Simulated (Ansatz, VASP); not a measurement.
One calculation of K, two programs

```
K
1.0
    -2.61250    2.61250    2.61250
     2.61250   -2.61250    2.61250
     2.61250    2.61250   -2.61250
K
1
Direct
  0.00000 0.00000 0.00000
```

Alike in both runs: task single point; functional PBE; k mesh 12 × 12 × 12; occupations gaussian, width 0.1 eV; no spin polarisation.

```csv
,VASP,Ansatz
version,VASP 6.6.1,Ansatz 0.2.0
potentials or method,"VASP PAW PBE potentials, release 64 (K_sv), cutoff 520 eV","scalar-relativistic, plane waves, PAW"
valence electrons in the cell,9,9
```

|  | VASP | Ansatz | Ansatz less VASP |
| --- | --- | --- | --- |
| gap on the k mesh at the Fermi level (eV) | none | none | - |
| pressure (GPa) | 0.1 | 0.1 | +0.01 |

A gap of «none» marks a metal or a gap that the smearing closes. With one functional, cell and mesh, what is left measures potentials, basis and numerics.
